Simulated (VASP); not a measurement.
# Ru (Im-3m) in VASP: a series of runs

Ru is run at these levels: BLYP; tasks: single point.

Program: VASP 6.6.1. These are calculated values, not measurements. Logs are shortened: lines on timing, memory, paths and dates and some standing lists are left out, and cuts for length are marked.

## Step 1: The cell of the first run

Symmetry: Im-3m, No. 229, cubic system. Conventional cell: a = 3.105 Å, b = 3.105 Å, c = 3.105 Å, α = 90.00°, β = 90.00°, γ = 90.00°. Ru (site symmetry m-3m) has 14 Ru at 2.69 to 3.10 Å within 3.5 Å.

## Step 2: Single point, BLYP

INCAR

```
SYSTEM = Ru
PREC     = Accurate       ! precision mode
ENCUT    = 520            ! plane-wave cutoff, eV
EDIFF    = 1E-6           ! SCF threshold, eV
ISMEAR   = -1             ! smearing method
SIGMA    = 0.1            ! smearing width, eV
LREAL    = .False.        ! projectors in reciprocal space
LASPH    = .True.         ! aspherical terms in the spheres
NELM     = 80             ! most SCF steps
ALGO     = Normal         ! electronic algorithm
ISIF     = 2              ! what is computed and relaxed
LWAVE    = .False.        ! write WAVECAR
LCHARG   = .False.        ! write CHGCAR
GGA      = B5             ! functional
ALDAX    = 1.0          
AGGAX    = 1.0          
AGGAC    = 1.0          
ALDAC    = 0.0          
NBANDS   = 13             ! bands
```

KPOINTS

```
regular mesh
0
Gamma
  15 15 15
  0 0 0
```

POSCAR

```
Ru
1.0
   -1.5523900818      1.5523900818      1.5523900818
    1.5523900818     -1.5523900818      1.5523900818
    1.5523900818      1.5523900818     -1.5523900818
Ru
1
Direct
    0.0000000000      0.0000000000      0.0000000000
```

Potentials or basis: VASP PAW PBE potentials, release 64 (Ru_pv).

Run with:

```console
$ cat potpaw_PBE.64/Ru_pv/POTCAR > POTCAR
$ mpirun -np 1 vasp_std > vasp.out
```

OUTCAR:

```text
SYSTEM = Ru
   PREC = Accurate
   ENCUT = 520
   EDIFF = 1E-6
   ISMEAR = -1
   LREAL = .False.
   LASPH = .True.
   NELM = 80
   ISIF = 2
   GGA = B5

 ion  position               nearest neighbor table
   1  0.000  0.000  0.000-

  LATTYP: Found a body centered cubic cell.
 ALAT       =     3.1047801636

  Lattice vectors:

 A1 = (  -1.5523900818,   1.5523900818,   1.5523900818)
 A2 = (   1.5523900818,  -1.5523900818,   1.5523900818)
 A3 = (   1.5523900818,   1.5523900818,  -1.5523900818)

Analysis of symmetry for initial positions (statically):
=====================================================================
 Subroutine PRICEL returns:
 Original cell was already a primitive cell.

 Routine SETGRP: Setting up the symmetry group for a
 body centered cubic supercell.

 Subroutine GETGRP returns: Found 48 space group operations
 (whereof 48 operations were pure point group operations)
 out of a pool of 48 trial point group operations.

The static configuration has the point symmetry O_h .

Analysis of symmetry for dynamics (positions and initial velocities):
=====================================================================
 Subroutine PRICEL returns:
 Original cell was already a primitive cell.

 Routine SETGRP: Setting up the symmetry group for a
 body centered cubic supercell.

 Subroutine GETGRP returns: Found 48 space group operations
 (whereof 48 operations were pure point group operations)
 out of a pool of 48 trial point group operations.

The dynamic configuration has the point symmetry O_h .

 Subroutine INISYM returns: Found 48 space group operations
 (whereof 48 operations are pure point group operations),
 and found     1 'primitive' translations

----------------------------------------------------------------------------------------

                                     Primitive cell

  volume of cell :      14.9645

  direct lattice vectors                    reciprocal lattice vectors
    -1.552390082  1.552390082  1.552390082     0.000000000  0.322083995  0.322083995
     1.552390082 -1.552390082  1.552390082     0.322083995  0.000000000  0.322083995
     1.552390082  1.552390082 -1.552390082     0.322083995  0.322083995  0.000000000

  length of vectors
     2.688818495  2.688818495  2.688818495     0.455495555  0.455495555  0.455495555

  position of ions in fractional coordinates (direct lattice)
     0.000000000  0.000000000  0.000000000

  ion indices of the primitive-cell ions
   primitive index   ion index
                 1           1

----------------------------------------------------------------------------------------

 KPOINTS: regular mesh

Automatic generation of k-mesh.
 Grid dimensions read from file:
 generate k-points for:   15   15   15

 Generating k-lattice:

  Cartesian coordinates                     Fractional coordinates (reciprocal lattice)
     0.000000000  0.021472266  0.021472266     0.066666667  0.000000000  0.000000000
     0.021472266  0.000000000  0.021472266     0.000000000  0.066666667  0.000000000
     0.021472266  0.021472266  0.000000000     0.000000000  0.000000000  0.066666667

  Length of vectors
     0.030366370  0.030366370  0.030366370

  Shift w.r.t. Gamma in fractional coordinates (k-lattice)
     0.000000000  0.000000000  0.000000000

 Subroutine IBZKPT returns following result:
 ===========================================

 Found    120 irreducible k-points:

 Following reciprocal coordinates:
            Coordinates               Weight
  0.000000  0.000000  0.000000      1.000000
  0.066667  0.000000  0.000000     12.000000
  0.133333  0.000000  0.000000     12.000000
  0.200000  0.000000  0.000000     12.000000
  0.266667  0.000000  0.000000     12.000000
  0.333333  0.000000  0.000000     12.000000
[... 16 lines left out ...]
  0.333333  0.200000 -0.000000     48.000000
  0.400000  0.200000  0.000000     24.000000
 [... further k-points ...]
   k-points           NKPTS =    120   k-points in BZ     NKDIM =    120   number of bands    NBANDS=     13
   number of dos      NEDOS =    301   number of ions     NIONS =      1
   total plane-waves  NPLWV =   8000
   dimension x,y,z NGX =    20 NGY =   20 NGZ =   20
   dimension x,y,z NGXF=    40 NGYF=   40 NGZF=   40
   ions per type =               1
   NGX,Y,Z   is equivalent  to a cutoff of  12.37, 12.37, 12.37 a.u.
   NGXF,Y,Z  is equivalent  to a cutoff of  24.73, 24.73, 24.73 a.u.
 SYSTEM =  Ru
   PREC   = accura    normal or accurate (medium, high low for compatibility)
   ISTART =      0    job   : 0-new  1-cont  2-samecut
   ICHARG =      2    charge: 1-file 2-atom 10-const
   ISPIN  =      1    spin polarized calculation?
   LNONCOLLINEAR =      F non collinear calculations
   LSORBIT =      F    spin-orbit coupling
   LASPH  =      T    aspherical Exc in radial PAW
   ENCUT  =  520.0 eV  38.22 Ry    6.18 a.u.   5.00  5.00  5.00*2*pi/ulx,y,z
   NELM   =     80;   NELMIN=  2; NELMDL= -5     # of ELM steps
   EDIFF  = 0.1E-05   stopping-criterion for ELM
   LREAL  =      F    real-space projection
   EDIFFG = 0.1E-04   stopping-criterion for IOM
   NSW    =      0    number of steps for IOM
   IBRION =     -1    ionic relax: 0-MD 1-quasi-New 2-CG
   NFREE  =      0    steps in history (QN), initial steepest desc. (CG)
   ISIF   =      2    stress and relaxation
   ISYM   =      2    0-nonsym 1-usesym 2-fastsym
   POTIM  = 0.5000    time-step for ionic-motion
   TEBEG  =    0.0;   TEEND  =   0.0 temperature during run
   PSTRESS=    0.0 pullay stress
   NELECT =      14.0000    total number of electrons
   NUPDOWN=      -1.0000    fix difference up-down
   EMIN   =  10.00;   EMAX   =-10.00  energy-range for DOS
   EFERMI =   0.00;   METHOD = LEGACY
   ISMEAR =    -1;   SIGMA  =   0.10  broadening in eV -4-tet -1-fermi 0-gaus
   EFERMI_NEDOS =   21; number of points for ismear=-14 and -15
   IALGO  =     38    algorithm
   IMIX   =      4    mixing-type and parameters
     AMIX     =   0.40;   BMIX     =  1.00
     AMIX_MAG =   1.60;   BMIX_MAG =  1.00
  volume/ion in A,a.u.               =      14.96       100.99
  Fermi-wavevector in a.u.,A,eV,Ry     =   1.601143  3.025721 34.880675  2.563657
  Thomas-Fermi vector in A             =   2.698167
   LORBIT       =      0    0 simple, 1 ext, 2 COOP (PROOUT), +10 PAW based schemes
   GGA     = B5    functional components
   LHFCALC =     F    Hartree Fock is set to
   AEXX    =    0.0000 exact exchange contribution
   IVDW    =     0    specifies the selected vdW correction
   LEPSILON=     F    determine dielectric tensor
   LRPA    =     F    only Hartree local field effects (RPA)
 non-spin polarized calculation
  energy-cutoff  :      520.00
  volume of cell :       14.96
 maximum number of plane-waves:       417
   NGX =  9   NGY =  9   NGZ =  9

 number of electron      14.0000003 magnetization

 Free energy of the ion-electron system (eV)
  ---------------------------------------------------
  ext. energy  EPLUGINS =         0.00000000
  ---------------------------------------------------
  free energy    TOTEN  =        -7.38317197 eV

  energy without entropy =       -7.31070922  energy(sigma->0) =       -7.34694059

 E-fermi :  11.8030     XC(G=0): -12.8609

 val. band max:       11.8026235545   @ k =   0.2000   0.0000   0.0000
 cond. band min:      11.8090450475   @ k =  -0.2667   0.3333   0.2000
 fundamental gap:      0.0064214930
 Fermi energy:        11.8030013163

 k-point     1 :       0.0000    0.0000    0.0000
  band No.  band energies     occupation
      1     -30.5594      2.00000
      2     -30.5594      2.00000
      3     -30.5594      2.00000
      4       4.4700      2.00000
      5       9.2548      2.00000
      6       9.2548      2.00000
      7       9.2548      2.00000
      8      11.7353      1.32624
      9      11.7353      1.32624
     10      22.1417      0.00000
     11      29.1465      0.00000
     12      29.1465      0.00000
     13      29.1465      0.00000

 k-point     2 :       0.0667    0.0000    0.0000
  band No.  band energies     occupation
      1     -30.5951      2.00000
      2     -30.5711      2.00000
      3     -30.5595      2.00000
      4       4.6527      2.00000
      5       9.1764      2.00000
      6       9.2523      2.00000
      7       9.4070      2.00000
      8      11.6348      1.68638
      9      11.7404      1.30303
     10      22.1416      0.00000
     11      29.2342      0.00000
     12      29.2972      0.00000
     13      29.4219      0.00000

 k-point     3 :       0.1333    0.0000    0.0000
  band No.  band energies     occupation
      1     -30.6951      2.00000
      2     -30.6039      2.00000
      3     -30.5596      2.00000
      4       5.1654      2.00000
      5       8.9616      2.00000
      6       9.2338      2.00000
      7       9.8529      2.00000
      8      11.4255      1.95517
      9      11.7600      1.21189
     10      22.1415      0.00000
     11      29.3336      0.00000
     12      29.4693      0.00000
     13      30.2175      0.00000

 k-point     4 :       0.2000    0.0000    0.0000
  band No.  band energies     occupation
      1     -30.8404      2.00000
      2     -30.6519      2.00000
      3     -30.5597      2.00000
      4       5.8669      2.00000
      5       8.6617      2.00000
      6       9.2410      2.00000
      7      10.5581      1.99999
      8      11.2965      1.98745
      9      11.8026      1.00189
     10      22.1413      0.00000
     11      28.9093      0.00000
     12      28.9927      0.00000
     13      31.4473      0.00000

 k-point     5 :       0.2667    0.0000    0.0000
  band No.  band energies     occupation
      1     -31.0045      2.00000
      2     -30.7067      2.00000
      3     -30.5600      2.00000
      4       6.4192      2.00000
      5       8.3387      2.00000
      6       9.5710      2.00000
      7      11.3440      1.97990
      8      11.4577      1.93866
      9      11.8730      0.66382
     10      22.1409      0.00000
     11      27.2581      0.00000
     12      28.0642      0.00000
     13      32.9778      0.00000
[... 257 lines left out ...]
 k-point    22 :       0.2667    0.2000    0.0000
  band No.  band energies     occupation
      1     -31.2012      2.00000
      2     -30.8499      2.00000
      3     -30.6322      2.00000
      4       7.2421      2.00000
      5       8.1589      2.00000
      6       9.4017      2.00000
      7      11.3754      1.97260
      8      12.2795      0.01691
      9      15.2174      0.00000
     10      22.1368      0.00000
     11      23.8816      0.00000
     12      25.5706      0.00000
     13      29.3586      0.00000

 k-point    23 :       0.3333    0.2000   -0.0000
  band No.  band energies     occupation
      1     -31.2414      2.00000
      2     -30.9078      2.00000
      3     -30.6371      2.00000
      4       7.1304      2.00000
      5       8.0591      2.00000
      6       9.8426      2.00000
      7      11.5738      1.81641
      8      12.4226      0.00407
      9      16.7305      0.00000
     10      21.8981      0.00000
     11      22.1809      0.00000
     12      24.7510      0.00000
     13      28.7792      0.00000

 k-point    24 :       0.4000    0.2000    0.0000
  band No.  band energies     occupation
      1     -31.2541      2.00000
      2     -30.9300      2.00000
      3     -30.6385      2.00000
      4       7.0758      2.00000
      5       8.0294      2.00000
      6      10.0031      2.00000
      7      11.6398      1.67278
      8      12.5245      0.00147
      9      17.5886      0.00000
     10      20.9087      0.00000
     11      22.1499      0.00000
     12      24.4337      0.00000
     13      28.5860      0.00000

 [... further k-points ...]
[... 5 lines left out ...]
  --------------------------------------------------------------------------------------
  -------------------------------------------------------------------------------------
  Total        0.0507876      0.0507876      0.0507876     -0.0000000     -0.0000000      0.0000000
  in kB        5.4375818      5.4375818      5.4375818     -0.0000000     -0.0000000      0.0000000
  external PRESSURE =       5.4375818 kB  Pullay stress =       0.0000000 kB

 VOLUME and BASIS-vectors are now :
 -----------------------------------------------------------------------------
  energy-cutoff  :      520.00
  volume of cell :       14.96
      direct lattice vectors                 reciprocal lattice vectors
    -1.552390082  1.552390082  1.552390082     0.000000000  0.322083995  0.322083995
     1.552390082 -1.552390082  1.552390082     0.322083995  0.000000000  0.322083995
     1.552390082  1.552390082 -1.552390082     0.322083995  0.322083995  0.000000000

 POSITION                                       TOTAL-FORCE (eV/Angst)
 -----------------------------------------------------------------------------------
      0.00000      0.00000      0.00000         0.000000      0.000000     -0.000000
 -----------------------------------------------------------------------------------
    total drift:                                0.000000      0.000000      0.000000

  FREE ENERGIE OF THE ION-ELECTRON SYSTEM (eV)
  ---------------------------------------------------
  free  energy   TOTEN  =        -7.3831719723 eV

  energy  without entropy=       -7.3107092158  energy(sigma->0) =       -7.34694059
```

Run time: 27 s. Hardware: 1 thread of Intel Xeon 8259CL, shared host; peak memory 0.14 GiB.

What came out:

- Free energy: -7.3832 eV
- Pressure: 0.5 GPa
- Band gap on the k mesh: zero (band 7 reaches 13.28 eV, above the bottom of band 8 at 10.41 eV)

Caveat: the PAW data sets were made with another functional, which shifts forces and pressure a little.

(Continued in part 2 of 2.)
